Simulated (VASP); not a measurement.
# Zr2SiC2 (P1) in VASP: single point with PBE

Aim: the single point of Zr2SiC2 with PBE.

Program: VASP 6.6.1. These are calculated values, not measurements. Logs are shortened: lines on timing, memory, paths and dates and some standing lists are left out, and cuts for length are marked.

## Step 1: The cell of the first run

The typed cell holds 5 atoms: a = 3.902 Å, b = 3.949 Å, c = 6.202 Å, α = 107.45°, β = 91.34°, γ = 118.23°.

## Step 2: Single point, PBE

File INCAR:

```
SYSTEM = Zr2SiC2
ALGO = Normal
EDIFF = 1E-7
ENCUT = 520
GGA = PE
ISIF = 2
ISMEAR = 0
LASPH = .TRUE.
LCHARG = .FALSE.
LREAL = .FALSE.
LWAVE = .FALSE.
NBANDS = 26
NELM = 80
PREC = Accurate
SIGMA = 0.1
```

File KPOINTS:

```
k-points
0
G
  6 6 4
  0 0 0
```

File POSCAR:

```
Zr2SiC2
1.0
    3.9019912079     -0.0373589324     -0.0152634290
   -1.8342939737      3.4966363243      0.0032905204
   -0.1431365937     -2.1801174823      5.8039203054
Zr Si C
2 1 2
Direct
    0.2289926268      0.4543888378      0.1999469449
    0.7561215895      0.5516821097      0.8000976047
    0.0544520879      0.9774329037      0.5008413733
    0.0863045179      0.2223717893      0.8176751297
    0.8741291779      0.7941243594      0.1814389473
```

Potentials or basis: VASP PAW PBE potentials, release 64 (Zr_sv, Si, C).

Run with:

```
$ cat potpaw_PBE.64/Zr_sv/POTCAR potpaw_PBE.64/Si/POTCAR potpaw_PBE.64/C/POTCAR > POTCAR
$ mpirun -np 1 vasp_std > vasp.out
```

OUTCAR:

```text
SYSTEM = Zr2SiC2
   EDIFF = 1E-7
   ENCUT = 520
   GGA = PE
   ISIF = 2
   ISMEAR = 0
   LASPH = .TRUE.
   LREAL = .FALSE.
   NELM = 80
   PREC = Accurate

 ion  position               nearest neighbor table
   1  0.229  0.454  0.200-   4 2.22   5 2.25   5 2.26   5 2.36   3 2.70   3 2.91   3 3.04   2 3.24
                             2 3.25   2 3.28
   2  0.756  0.552  0.800-   5 2.21   4 2.24   4 2.30   4 2.33   3 2.73   3 2.78   3 3.16   1 3.24
                             1 3.25   1 3.28
   3  0.054  0.977  0.501-   5 1.88   4 1.88   1 2.70   2 2.73   2 2.78   1 2.91   1 3.04   2 3.16

   4  0.086  0.222  0.818-   3 1.88   1 2.22   2 2.24   2 2.30   2 2.33
   5  0.874  0.794  0.181-   3 1.88   2 2.21   1 2.25   1 2.26   1 2.36

  LATTYP: Found a triclinic cell.
 ALAT       =     3.9485580652
 B/A-ratio  =     1.0206639258
 C/A-ratio  =     1.5890167114
 COS(alpha) =     0.0156584479
 COS(beta)  =     0.3329905132
 COS(gamma) =     0.5217672750

  Lattice vectors:

 A1 = (   1.8342939737,  -3.4966363243,  -0.0032905204)
 A2 = (  -2.0676972342,  -3.4592773919,   0.0119729086)
 A3 = (   1.9774305674,  -1.3165188420,  -5.8072108258)

Analysis of symmetry for initial positions (statically):
=====================================================================
 Subroutine PRICEL returns:
 Original cell was already a primitive cell.

 Routine SETGRP: Setting up the symmetry group for a
 triclinic supercell.

 Subroutine GETGRP returns: Found  1 space group operations
 (whereof  1 operations were pure point group operations)
 out of a pool of  2 trial point group operations.

The static configuration has the point symmetry C_1 .

Analysis of symmetry for dynamics (positions and initial velocities):
=====================================================================
 Subroutine PRICEL returns:
 Original cell was already a primitive cell.

 Routine SETGRP: Setting up the symmetry group for a
 triclinic supercell.

 Subroutine GETGRP returns: Found  1 space group operations
 (whereof  1 operations were pure point group operations)
 out of a pool of  2 trial point group operations.

The dynamic configuration has the point symmetry C_1 .

 Subroutine INISYM returns: Found  1 space group operations
 (whereof  1 operations are pure point group operations),
 and found     1 'primitive' translations

----------------------------------------------------------------------------------------

                                     Primitive cell

[... 94 lines left out ...]
   ENCUT  =  520.0 eV  38.22 Ry    6.18 a.u.   7.26  7.34 11.53*2*pi/ulx,y,z
   NELM   =     80;   NELMIN=  2; NELMDL= -5     # of ELM steps
   EDIFF  = 0.1E-06   stopping-criterion for ELM
   LREAL  =      F    real-space projection
   EDIFFG = 0.1E-05   stopping-criterion for IOM
   NSW    =      0    number of steps for IOM
   IBRION =     -1    ionic relax: 0-MD 1-quasi-New 2-CG
   NFREE  =      0    steps in history (QN), initial steepest desc. (CG)
   ISIF   =      2    stress and relaxation
   ISYM   =      2    0-nonsym 1-usesym 2-fastsym
   POTIM  = 0.5000    time-step for ionic-motion
   TEBEG  =    0.0;   TEEND  =   0.0 temperature during run
   PSTRESS=    0.0 pullay stress
   NELECT =      36.0000    total number of electrons
   NUPDOWN=      -1.0000    fix difference up-down
   EMIN   =  10.00;   EMAX   =-10.00  energy-range for DOS
   EFERMI =   0.00;   METHOD = LEGACY
   ISMEAR =     0;   SIGMA  =   0.10  broadening in eV -4-tet -1-fermi 0-gaus
   EFERMI_NEDOS =   21; number of points for ismear=-14 and -15
   IALGO  =     38    algorithm
   IMIX   =      4    mixing-type and parameters
     AMIX     =   0.40;   BMIX     =  1.00
     AMIX_MAG =   1.60;   BMIX_MAG =  1.00
  volume/ion in A,a.u.               =      15.75       106.29
  Fermi-wavevector in a.u.,A,eV,Ry     =   1.261130  2.383191 21.639378  1.590449
  Thomas-Fermi vector in A             =   2.394605
   LORBIT       =      0    0 simple, 1 ext, 2 COOP (PROOUT), +10 PAW based schemes
   GGA     = PE    functional components
   LHFCALC =     F    Hartree Fock is set to
   AEXX    =    0.0000 exact exchange contribution
   IVDW    =     0    specifies the selected vdW correction
   LEPSILON=     F    determine dielectric tensor
   LRPA    =     F    only Hartree local field effects (RPA)
 non-spin polarized calculation
 Gauss-broadening in eV      SIGMA  =   0.10
  energy-cutoff  :      520.00
  volume of cell :       78.75
 maximum number of plane-waves:      2140
 NGX is ok and might be reduce to    30
   NGX = 15   NGY = 15   NGZ = 23

 number of electron      36.0000000 magnetization

 Free energy of the ion-electron system (eV)
  ---------------------------------------------------
  ext. energy  EPLUGINS =         0.00000000
  ---------------------------------------------------
  free energy    TOTEN  =       -42.42253344 eV

  energy without entropy =      -42.41877126  energy(sigma->0) =      -42.42065235

 E-fermi :   8.1026     XC(G=0): -10.8204

 val. band max:        8.0394115048   @ k =   0.3333   0.3333   0.5000
 cond. band min:       8.1179836414   @ k =   0.3333   0.3333   0.2500
 fundamental gap:      0.0785721366
 Fermi energy:         8.1026028115

 k-point     1 :       0.0000    0.0000    0.0000
  band No.  band energies     occupation
      1     -40.7741      2.00000
      2     -40.6846      2.00000
      3     -19.0278      2.00000
      4     -18.8916      2.00000
      5     -18.8825      2.00000
      6     -18.7576      2.00000
[... 685 lines left out ...]
     25      12.2399      0.00000
     26      12.3930      0.00000

 [... further k-points ...]
[... 5 lines left out ...]
  --------------------------------------------------------------------------------------
  -------------------------------------------------------------------------------------
  Total        0.1179476      0.0219014      0.0390316     -0.0234715      0.0046810      0.0050821
  in kB        2.3996744      0.4455891      0.7941083     -0.4775333      0.0952353      0.1033959
  external PRESSURE =       1.2131239 kB  Pullay stress =       0.0000000 kB

 VOLUME and BASIS-vectors are now :
 -----------------------------------------------------------------------------
  energy-cutoff  :      520.00
  volume of cell :       78.75
      direct lattice vectors                 reciprocal lattice vectors
     3.901991208 -0.037358932 -0.015263429     0.257797202  0.135183588  0.057136608
    -1.834293974  3.496636324  0.003290520     0.003175953  0.287553483  0.108091589
    -0.143136594 -2.180117482  5.803920305     0.000676167  0.000192484  0.172386313

 POSITION                                       TOTAL-FORCE (eV/Angst)
 -----------------------------------------------------------------------------------
      0.03142      1.14437      1.15848         0.008702      0.007569      0.028774
      1.82391      0.15648      4.63398        -0.019460      0.007202     -0.001737
     -1.65212      2.32380      2.90923         0.004004     -0.001203     -0.016407
     -0.18817     -1.00830      4.74514         0.007499     -0.007209     -0.008501
      1.92822      2.34855      1.04233        -0.000746     -0.006359     -0.002129
 -----------------------------------------------------------------------------------
    total drift:                               -0.000031     -0.000019      0.000032

  FREE ENERGIE OF THE ION-ELECTRON SYSTEM (eV)
  ---------------------------------------------------
  free  energy   TOTEN  =       -42.4225334418 eV

  energy  without entropy=      -42.4187712619  energy(sigma->0) =      -42.42065235
```

OSZICAR:

```text
N       E                     dE             d eps       ncg     rms          rms(c)
DAV:   1     0.276709115049E+03    0.27671E+03   -0.18595E+04  3952   0.133E+03
DAV:   2    -0.259078508164E+02   -0.30262E+03   -0.29298E+03  4666   0.361E+02
DAV:   3    -0.492487405242E+02   -0.23341E+02   -0.23106E+02  6638   0.817E+01
DAV:   4    -0.507031389546E+02   -0.14544E+01   -0.14512E+01  5552   0.183E+01
DAV:   5    -0.507586835436E+02   -0.55545E-01   -0.55539E-01  6118   0.300E+00    0.284E+01
DAV:   6    -0.423109961943E+02    0.84477E+01   -0.45439E+01  4700   0.302E+01    0.102E+01
DAV:   7    -0.424407929922E+02   -0.12980E+00   -0.31627E+00  6316   0.793E+00    0.611E+00
DAV:   8    -0.424362258696E+02    0.45671E-02   -0.36670E-01  4796   0.305E+00    0.146E+00
DAV:   9    -0.424220780892E+02    0.14148E-01   -0.10264E-01  5148   0.143E+00    0.341E-01
DAV:  10    -0.424224038349E+02   -0.32575E-03   -0.75145E-03  5004   0.562E-01    0.172E-01
DAV:  11    -0.424225074390E+02   -0.10360E-03   -0.10992E-03  5760   0.230E-01    0.608E-02
DAV:  12    -0.424225285790E+02   -0.21140E-04   -0.99927E-05  5448   0.700E-02    0.276E-02
DAV:  13    -0.424225328298E+02   -0.42508E-05   -0.13905E-05  4864   0.231E-02    0.544E-03
DAV:  14    -0.424225334116E+02   -0.58177E-06   -0.14912E-06  5254   0.757E-03    0.291E-03
DAV:  15    -0.424225334418E+02   -0.30188E-07   -0.33171E-07  4210   0.353E-03
   1 F= -.42422533E+02 E0= -.42420652E+02  d E =-.376218E-02
```

Wall time 1.8 min (1 thread of AMD EPYC 7R13 (Zen 3), shared host); peak memory 0.26 GiB.

Results:

| Item | Value |
| --- | --- |
| Free energy | -42.4225 eV |
| Pressure | 0.1 GPa |
| Largest force | 0.031 eV/Å |
| Band gap on the k mesh | zero (band 18 reaches 8.68 eV, above the bottom of band 19 at 8.04 eV) |

Forces on the atoms (eV/Å):
```
Zr   0.009  0.008  0.029
Zr  -0.019  0.007 -0.002
Si   0.004 -0.001 -0.016
C    0.007 -0.007 -0.009
C   -0.001 -0.006 -0.002
```

Stress tensor (GPa, compression positive):
```
 0.24 -0.05  0.01
-0.05  0.04  0.01
 0.01  0.01  0.08
```
